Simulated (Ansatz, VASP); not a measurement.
**Sc: VASP beside Ansatz**

```
CELL_PARAMETERS angstrom
5.47918 0.00000 0.00000
0.00000 5.47918 0.00000
0.00000 0.00000 3.52253
ATOMIC_POSITIONS crystal
Sc 0.50000 0.50000 0.00000
Sc 0.00000 0.00000 0.00000
Sc 0.50000 0.00000 0.47091
Sc 0.00000 0.50000 0.52909
```

Alike in both runs: task single point; functional PBE; k mesh 8 × 8 × 12; occupations gaussian, width 0.1 eV; no spin polarisation.

|  | VASP | Ansatz |
| --- | --- | --- |
| version | VASP 6.6.1 | Ansatz 0.2.0 |
| potentials or method | VASP PAW PBE potentials, release 64 (Sc_sv), cutoff 520 eV | scalar-relativistic, plane waves, PAW |
| valence electrons in the cell | 44 | 44 |

|  | VASP | Ansatz | Ansatz less VASP |
| --- | --- | --- | --- |
| gap on the k mesh at the Fermi level (eV) | none | none | - |
| pressure (GPa) | -3.0 | -3.0 | -0.02 |
| traceless stress, the component that is largest in VASP (GPa) | 0.25 | 0.25 | +0.005 |
| rms of the force components (eV/Å) | 0.086 | 0.086 | 0.0000 |

Atom by atom the forces differ by 0.000 eV/Å (rms over components). A gap of «none» marks a metal or a gap that the smearing closes.
